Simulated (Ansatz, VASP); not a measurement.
## TePb: VASP beside Ansatz

Contents of INCAR:

```
ALGO = Normal
EDIFF = 1E-6
ENCUT = 520
GGA = PE
ISIF = 2
ISMEAR = 0
LASPH = True
LCHARG = False
LREAL = False
LWAVE = False
NBANDS = 17
NELM = 60
PREC = Accurate
SIGMA = 0.01
```

The input KPOINTS:

```
k-points
0
Gamma
  5 5 5
```

POSCAR

```
TePb
1.0
    0.0000000000      3.3352970530      3.3352970530
    3.3352970530      0.0000000000      3.3352970530
    3.3352970530      3.3352970530      0.0000000000
Te Pb
1 1
Direct
    0.5000000000      0.5000000000      0.5000000000
    0.0000000000      0.0000000000      0.0000000000
```

Input for Ansatz:

```yaml
crystal:
  lattice:
    - [0.0, 3.3352970530395223, 3.3352970530395223]
    - [3.3352970530395223, 0.0, 3.3352970530395223]
    - [3.3352970530395223, 3.3352970530395223, 0.0]
  atoms:
    - { symbol: Te, position: [0.5, 0.5, 0.5] }
    - { symbol: Pb, position: [0.0, 0.0, 0.0] }
basis:
  ecutwfc: 500.0
kpoints:
  mp_grid:
    grid: [5, 5, 5]
hamiltonian:
  xc: pbe
  pseudopotentials:
    kind: paw
scf:
  convergence:
    dr2_threshold: 1.0e-08
  occupations:
    method: fixed
output:
  stress: true
```

Alike in both runs: task single point; functional PBE; k mesh 5 × 5 × 5; no spin polarisation.

```csv
,VASP,Ansatz
version,VASP 6.6.1,Ansatz 0.2.0
potentials or method,"VASP PAW PBE potentials, release 64 (Te, Pb_d), cutoff 520 eV","plane waves, PAW"
occupations,"gaussian, width 0.01 eV",fixed
valence electrons in the cell,20,30
```

|  | VASP | Ansatz | Ansatz less VASP |
| --- | --- | --- | --- |
| pressure (GPa) | -1.7 | -1.6 | +0.05 |

VASP's potentials hold 20 valence electrons a cell and Ansatz's 30, so a difference there can come from the potentials and not from the codes. Ansatz's warnings: stress scf threshold loose.

Neither program's run includes spin-orbit coupling.
